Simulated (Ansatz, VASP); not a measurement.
# Zr3Mn: VASP beside Ansatz

Contents of INCAR:

```
SYSTEM = Zr3Mn
PREC = Accurate
ENCUT = 520
EDIFF = 1E-6
ISMEAR = -1
SIGMA = 0.05
LREAL = .False.
LASPH = .True.
NELM = 150
ALGO = Normal
ISIF = 2
LWAVE = .False.
LCHARG = .True.
ISPIN = 2
MAGMOM = 0 0 0 4
LORBIT = 11
LMAXMIX = 4
GGA = PE
LELF = .True.
LVHAR = .True.
NBANDS = 36
```

The input KPOINTS:

```
Automatic mesh
0
Gamma
  6 6 6
  0 0 0
```

The input POSCAR:

```
Zr3Mn
1.0
    4.4307689680      0.0000000000      0.0000000000
    0.0000000000      4.4307689680      0.0000000000
    0.0000000000      0.0000000000      4.4307689680
Zr Mn
3 1
Direct
    0.5000000000      0.5000000000      0.0000000000
    0.5000000000      0.0000000000      0.5000000000
    0.0000000000      0.5000000000      0.5000000000
    0.0000000000      0.0000000000      0.0000000000
```

File input.yaml:

```yaml
crystal:
  lattice:
    - [4.430768968, 0.0, 0.0]
    - [0.0, 4.430768968, 0.0]
    - [0.0, 0.0, 4.430768968]
  atoms:
    - { symbol: Zr, position: [0.5, 0.5, 0.0] }
    - { symbol: Zr, position: [0.5, 0.0, 0.5] }
    - { symbol: Zr, position: [0.0, 0.5, 0.5] }
    - { symbol: Mn, position: [0.0, 0.0, 0.0], spin: 4.0 }
hamiltonian:
  xc: pbe
  pseudopotentials: { kind: paw }
magnetization:
  spin_polarized: true
kpoints:
  mp_grid: { grid: [6, 6, 6] }
scf:
  occupations: { method: fermi_dirac, width: 0.05 }
output:
  forces: true
  stress: true
  eigenvalues: true
  write_density: true
  write_potential: true
  elf: true
  volumetric_format: npy
```

Alike in both runs: task single point; functional PBE; k mesh 6 × 6 × 6; occupations fermi-dirac, width 0.05 eV; collinear spin.

```csv
,VASP,Ansatz
version,VASP 6.6.1,Ansatz 0.2.0
potentials or method,"VASP PAW PBE potentials, release 64 (Zr_sv, Mn_pv)",Ansatz PAW
plane-wave cutoff (eV),520,420
valence electrons in the cell,49,51
```

VASP gave:

- gap on the k mesh at the Fermi level (eV): none
- pressure (GPa): -3.4
- net moment per atom (μB): 0.86
- size of the moment on the site where the two differ most (μB): 3.57

Task: Estimate Ansatz's values.

Result: gap on the k mesh at the Fermi level (eV): none; pressure (GPa): -3.4; net moment per atom (μB): 0.86; size of the moment on the site where the two differ most (μB): 3.72.

Site moments also hang on the region over which each program counts them. A gap of «none» marks a metal or a gap that the smearing closes. The functional is the same, so the differences come from potentials, cutoffs and numerics. VASP's potentials hold 49 valence electrons a cell and Ansatz's 51, so a difference there can come from the potentials and not from the codes.
